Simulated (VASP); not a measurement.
# Hg (P6_3/mmc) in VASP: notebook, part 2 of 3

VASP 6.6.1. The steps go on from the part before.

### Step 4. Single point, PBEsol+D3(BJ) (23.08 Å³/atom)

Contents of INCAR:

```
PREC = Accurate
ENCUT = 520
EDIFF = 1E-6
ISMEAR = 0
SIGMA = 0.15
LREAL = F
LASPH = T
NELM = 100
ALGO = Fast
ISIF = 2
LWAVE = F
LCHARG = T
GGA = PS
IVDW = 12
LELF = T
LVHAR = T
NBANDS = 19
```

Contents of KPOINTS:

```
regular mesh
0
Gamma
  18 18 10
```

Contents of POSCAR:

```
Hg
1.0
    3.2159438665      0.0000000000      0.0000000000
   -1.6079719333      2.7850890856      0.0000000000
    0.0000000000      0.0000000000      5.1545826821
Hg
2
Direct
    0.6666666667      0.3333333333      0.7500000000
    0.3333333333      0.6666666667      0.2500000000
```

Potentials or basis: VASP PAW PBE potentials, release 64 (Hg).

Launch:

```console
cat potpaw_PBE.64/Hg/POTCAR > POTCAR
mpirun -np 1 vasp_std > vasp.out
```

OUTCAR:

```text
PREC = Accurate
   ENCUT = 520
   EDIFF = 1E-6
   ISMEAR = 0
   LREAL = F
   LASPH = T
   NELM = 100
   ISIF = 2
   GGA = PS
   IVDW = 12
 IVDW          = 12

 ion  position               nearest neighbor table
   1  0.667  0.333  0.750-   2 3.18   2 3.18   2 3.18   2 3.18   2 3.18   2 3.18
   2  0.333  0.667  0.250-   1 3.18   1 3.18   1 3.18   1 3.18   1 3.18   1 3.18

  LATTYP: Found a hexagonal cell.
 ALAT       =     3.2159438665
 C/A-ratio  =     1.6028210989

  Lattice vectors:

 A1 = (   3.2159438665,   0.0000000000,   0.0000000000)
 A2 = (  -1.6079719333,   2.7850890856,   0.0000000000)
 A3 = (   0.0000000000,   0.0000000000,   5.1545826821)

Analysis of symmetry for initial positions (statically):
=====================================================================
 Subroutine PRICEL returns:
 Original cell was already a primitive cell.

 Routine SETGRP: Setting up the symmetry group for a
 hexagonal supercell.

 Subroutine GETGRP returns: Found 24 space group operations
 (whereof 12 operations were pure point group operations)
 out of a pool of 24 trial point group operations.

The static configuration has the point symmetry D_3d.
 The point group associated with its full space group is D_6h.

Analysis of symmetry for dynamics (positions and initial velocities):
=====================================================================
 Subroutine PRICEL returns:
 Original cell was already a primitive cell.

 Routine SETGRP: Setting up the symmetry group for a
 hexagonal supercell.

 Subroutine GETGRP returns: Found 24 space group operations
 (whereof 12 operations were pure point group operations)
 out of a pool of 24 trial point group operations.

The dynamic configuration has the point symmetry D_3d.
 The point group associated with its full space group is D_6h.

 Subroutine INISYM returns: Found 24 space group operations
 (whereof 12 operations are pure point group operations),
 and found     1 'primitive' translations

----------------------------------------------------------------------------------------

                                     Primitive cell

  volume of cell :      46.1680

  direct lattice vectors                    reciprocal lattice vectors
     3.215943866  0.000000000  0.000000000     0.310950701  0.179527471  0.000000000
    -1.607971933  2.785089086  0.000000000     0.000000000  0.359054942  0.000000000
     0.000000000  0.000000000  5.154582682     0.000000000  0.000000000  0.194002126

  length of vectors
     3.215943866  3.215943867  5.154582682     0.359054942  0.359054942  0.194002126

  position of ions in fractional coordinates (direct lattice)
     0.666666667  0.333333333  0.750000000
     0.333333333  0.666666667  0.250000000

  ion indices of the primitive-cell ions
   primitive index   ion index
                 1           1
                 2           2

----------------------------------------------------------------------------------------

 KPOINTS: regular mesh

Automatic generation of k-mesh.
 Grid dimensions read from file:
 generate k-points for:   18   18   10

 Generating k-lattice:

  Cartesian coordinates                     Fractional coordinates (reciprocal lattice)
     0.017275039  0.009973748  0.000000000     0.055555556  0.000000000  0.000000000
     0.000000000  0.019947497  0.000000000     0.000000000  0.055555556  0.000000000
     0.000000000  0.000000000  0.019400213     0.000000000  0.000000000  0.100000000

  Length of vectors
     0.019947497  0.019947497  0.019400213

  Shift w.r.t. Gamma in fractional coordinates (k-lattice)
     0.000000000  0.000000000  0.000000000

 Subroutine IBZKPT returns following result:
 ===========================================

 Found    222 irreducible k-points:

 Following reciprocal coordinates:
            Coordinates               Weight
  0.000000  0.000000  0.000000      1.000000
  0.055556 -0.000000  0.000000      6.000000
  0.111111 -0.000000  0.000000      6.000000
  0.166667  0.000000  0.000000      6.000000
  0.222222  0.000000  0.000000      6.000000
  0.277778  0.000000  0.000000      6.000000
[... 16 lines left out ...]
  0.333333  0.111111  0.000000     12.000000
  0.388889  0.111111  0.000000     12.000000
 [... further k-points ...]
   k-points           NKPTS =    222   k-points in BZ     NKDIM =    222   number of bands    NBANDS=     19
   number of dos      NEDOS =    301   number of ions     NIONS =      2
   total plane-waves  NPLWV =  23040
   dimension x,y,z NGX =    24 NGY =   24 NGZ =   40
   dimension x,y,z NGXF=    48 NGYF=   48 NGZF=   80
   ions per type =               2
   NGX,Y,Z   is equivalent  to a cutoff of  12.41, 12.41, 12.90 a.u.
   NGXF,Y,Z  is equivalent  to a cutoff of  24.81, 24.81, 25.80 a.u.
 SYSTEM =  unknown system
   PREC   = accura    normal or accurate (medium, high low for compatibility)
   ISTART =      0    job   : 0-new  1-cont  2-samecut
   ICHARG =      2    charge: 1-file 2-atom 10-const
   ISPIN  =      1    spin polarized calculation?
   LNONCOLLINEAR =      F non collinear calculations
   LSORBIT =      F    spin-orbit coupling
   LASPH  =      T    aspherical Exc in radial PAW
   ENCUT  =  520.0 eV  38.22 Ry    6.18 a.u.   5.98  5.98  9.58*2*pi/ulx,y,z
   NELM   =    100;   NELMIN=  2; NELMDL= -5     # of ELM steps
   EDIFF  = 0.1E-05   stopping-criterion for ELM
   LREAL  =      F    real-space projection
   EDIFFG = 0.1E-04   stopping-criterion for IOM
   NSW    =      0    number of steps for IOM
   IBRION =     -1    ionic relax: 0-MD 1-quasi-New 2-CG
   NFREE  =      0    steps in history (QN), initial steepest desc. (CG)
   ISIF   =      2    stress and relaxation
   ISYM   =      2    0-nonsym 1-usesym 2-fastsym
   POTIM  = 0.5000    time-step for ionic-motion
   TEBEG  =    0.0;   TEEND  =   0.0 temperature during run
   PSTRESS=    0.0 pullay stress
   NELECT =      24.0000    total number of electrons
   NUPDOWN=      -1.0000    fix difference up-down
   EMIN   =  10.00;   EMAX   =-10.00  energy-range for DOS
   EFERMI =   0.00;   METHOD = LEGACY
   ISMEAR =     0;   SIGMA  =   0.15  broadening in eV -4-tet -1-fermi 0-gaus
   EFERMI_NEDOS =   21; number of points for ismear=-14 and -15
   IALGO  =     68    algorithm
   IMIX   =      4    mixing-type and parameters
     AMIX     =   0.40;   BMIX     =  1.00
     AMIX_MAG =   1.60;   BMIX_MAG =  1.00
  volume/ion in A,a.u.               =      23.08       155.78
  Fermi-wavevector in a.u.,A,eV,Ry     =   1.316330  2.487504 23.575162  1.732726
  Thomas-Fermi vector in A             =   2.446450
   LORBIT       =      0    0 simple, 1 ext, 2 COOP (PROOUT), +10 PAW based schemes
   GGA     = PS    functional components
   LHFCALC =     F    Hartree Fock is set to
   AEXX    =    0.0000 exact exchange contribution
   IVDW    =    12    specifies the selected vdW correction
   LEPSILON=     F    determine dielectric tensor
   LRPA    =     F    only Hartree local field effects (RPA)
 non-spin polarized calculation
 RMM-DIIS sequential band-by-band and
 Gauss-broadening in eV      SIGMA  =   0.15
  energy-cutoff  :      520.00
  volume of cell :       46.17
 maximum number of plane-waves:      1272
 NGX is ok and might be reduce to    24
   NGX = 11   NGY = 11   NGZ = 19

 number of electron      24.0000001 magnetization

 Free energy of the ion-electron system (eV)
  ---------------------------------------------------
  ext. energy  EPLUGINS =         0.00000000
  ---------------------------------------------------
  free energy    TOTEN  =        -1.08336659 eV

  energy without entropy =       -1.07469943  energy(sigma->0) =       -1.07903301

 E-fermi :   2.5706     XC(G=0): -11.1733

 val. band max:        2.5552550215   @ k =   0.2222   0.1667   0.0000
 cond. band min:       2.5782532573   @ k =   0.4444   0.0556   0.3000
 fundamental gap:      0.0229982358
 Fermi energy:         2.5706086256

 k-point     1 :       0.0000    0.0000    0.0000
  band No.  band energies     occupation
      1      -6.5532      2.00000
      2      -5.3589      2.00000
      3      -4.2679      2.00000
      4      -4.2391      2.00000
      5      -4.2391      2.00000
      6      -4.0859      2.00000
[... 11 lines left out ...]
     18      17.5645      0.00000
     19      17.7284      0.00000
[... 489 lines left out ...]
      3      -4.9330      2.00000
      4      -4.3488      2.00000
      5      -3.9921      2.00000
      6      -3.9016      2.00000
[... 11 lines left out ...]
     18      13.7773      0.00000
     19      14.6125      0.00000

 [... further k-points ...]

------------------------ aborting loop because EDIFF is reached ----------------------------------------

 Edisp (eV)   -0.86501

 E8    (eV) :    -0.5867

  FORCE on cell =-STRESS in cart. coord.  units (eV):
  Direction    XX          YY          ZZ          XY          YZ          ZX
  --------------------------------------------------------------------------------------
  -------------------------------------------------------------------------------------
  Total      -0.48636    -0.48636    -0.60640     0.00000    -0.00000     0.00000
  in kB     -16.87818   -16.87818   -21.04393     0.00000    -0.00000     0.00000
  external pressure =      -18.27 kB  Pullay stress =        0.00 kB

 VOLUME and BASIS-vectors are now :
 -----------------------------------------------------------------------------
  energy-cutoff  :      520.00
  volume of cell :       46.17
      direct lattice vectors                 reciprocal lattice vectors
     3.215943866  0.000000000  0.000000000     0.310950701  0.179527471  0.000000000
    -1.607971933  2.785089086  0.000000000     0.000000000  0.359054942  0.000000000
     0.000000000  0.000000000  5.154582682     0.000000000  0.000000000  0.194002126

 POSITION                                       TOTAL-FORCE (eV/Angst)
 -----------------------------------------------------------------------------------
      1.60797      0.92836      3.86594         0.000000     -0.000000      0.000000
     -0.00000      1.85673      1.28865        -0.000000      0.000000     -0.000000
 -----------------------------------------------------------------------------------
    total drift:                               -0.000000      0.000000     -0.000000

  FREE ENERGIE OF THE ION-ELECTRON SYSTEM (eV)
  ---------------------------------------------------
  free  energy   TOTEN  =        -1.9483737861 eV

  energy  without entropy=       -1.9397066239  energy(sigma->0) =       -1.94404021
```

OSZICAR:

```text
N       E                     dE             d eps       ncg     rms          rms(c)
DAV:   1     0.182842796201E+03    0.18284E+03   -0.12592E+04  8452   0.123E+03
DAV:   2     0.304740287205E+01   -0.17980E+03   -0.17173E+03  8793   0.321E+02
DAV:   3    -0.118420863559E+01   -0.42316E+01   -0.42116E+01  9574   0.541E+01
DAV:   4    -0.119095522314E+01   -0.67466E-02   -0.67455E-02  9242   0.211E+00
DAV:   5    -0.119096426801E+01   -0.90449E-05   -0.90448E-05  9297   0.759E-02    0.553E+00
RMM:   6    -0.109320400073E+01    0.97760E-01   -0.19863E-01  8482   0.375E+00    0.417E+00
RMM:   7    -0.108427706071E+01    0.89269E-02   -0.32320E-02  8711   0.121E+00    0.159E+00
RMM:   8    -0.108333721453E+01    0.93985E-03   -0.42182E-03  8906   0.779E-01    0.970E-02
RMM:   9    -0.108335724704E+01   -0.20033E-04   -0.12851E-04  9317   0.107E-01    0.455E-02
RMM:  10    -0.108336679495E+01   -0.95479E-05   -0.34675E-05  9160   0.728E-02    0.737E-03
RMM:  11    -0.108336659255E+01    0.20240E-06   -0.33726E-06  8421   0.166E-02
   1 F= -.19483738E+01 E0= -.19440402E+01  d E =-.866716E-02
```

stdout:

```text
POSCAR found type information on POSCAR Hg
 POSCAR found :  1 types and       2 ions
 scaLAPACK will be used
 -----------------------------------------------------------------------------
|                                                                             |
|                                                                             |
|     You enforced a specific xc type in the INCAR file but a different       |
|     I HOPE YOU KNOW WHAT YOU ARE DOING!                                     |
|                                                                             |
 -----------------------------------------------------------------------------

 LDA part: xc-table for (Slater+PW92), standard interpolation
 POSCAR, INCAR and KPOINTS ok, starting setup
 FFT: planning ... GRIDC
 FFT: planning ... GRID_SOFT
 FFT: planning ... GRID
 WAVECAR not read
 entering main loop
```

It took 40 s on 1 thread of Intel Xeon 6975P-C (Granite Rapids), shared host; peak memory 0.29 GiB.

Results:

```
Free energy                : -1.9484 eV
Pressure                   : -1.8 GPa
Band gap on the k mesh     : zero (bands 12 and 13 overlap by 1.48 eV)
Dispersion energy per atom : -0.433 eV
```

Caveat: the PAW data sets were made with another functional, which shifts forces and pressure a little; spin-orbit coupling is left out, which moves the levels of the heavy elements.

### Step 5. Single point, PBEsol+D3(BJ) (23.08 Å³/atom)

Contents of INCAR:

```
PREC = Accurate ; ENCUT = 520
EDIFF = 1E-6 ; ISMEAR = 0
SIGMA = 0.15 ; LREAL = False
LASPH = True ; NELM = 100
ALGO = Fast ; ISIF = 2
LWAVE = False ; LCHARG = False
GGA = PS ; IVDW = 12
NBANDS = 19
```

Contents of KPOINTS:

```
Automatic mesh
0
Gamma
  18 18 10
```

Contents of POSCAR:

```
Hg
1.0
    3.3030721289      0.0000000000      0.0000000000
   -1.6515360645      2.8605443742      0.0000000000
    0.0000000000      0.0000000000      4.8862346003
Hg
2
Direct
    0.6666666667      0.3333333333      0.7500000000
    0.3333333333      0.6666666667      0.2500000000
```

Launch:

```console
cat potpaw_PBE.64/Hg/POTCAR > POTCAR
mpirun -np 1 vasp_std > vasp.out
```

Run time: 57 s. Hardware: 1 thread of Intel Xeon 6975P-C (Granite Rapids), shared host; peak memory 0.29 GiB.

The run converged. Its results:

- Free energy: -1.9495 eV
- Pressure: -1.8 GPa
- Band gap on the k mesh: zero (bands 12 and 13 overlap by 1.12 eV)
- Dispersion energy per atom: -0.433 eV

Stress tensor (GPa, compression positive):
```
-1.69  0.00  0.00
 0.00 -1.69  0.00
 0.00  0.00 -1.98
```

Levels at points of the mesh, in eV from the Fermi level:
```tsv
k point	band 10	band 11	band 12	band 13	band 14	band 15
(0.00, 0.00, 0.00)	-5.77	-5.77	-1.12	-0.33	11.44	11.44
(0.50, 0.00, 0.00)	-5.55	-2.82	-2.65	3.52	3.85	4.39
(0.00, 0.00, 0.50)	-6.00	-6.00	-6.00	8.71	8.71	12.67
(0.50, 0.00, 0.50)	-5.80	-1.55	-1.55	-0.25	-0.25	8.80
```

Caveat: the PAW data sets were made with another functional, which shifts forces and pressure a little; spin-orbit coupling is left out, which moves the levels of the heavy elements.

(Part 2 of 3 ends here.)

The gap in the log of VASP goes by the Fermi energy; the results here count the filled bands.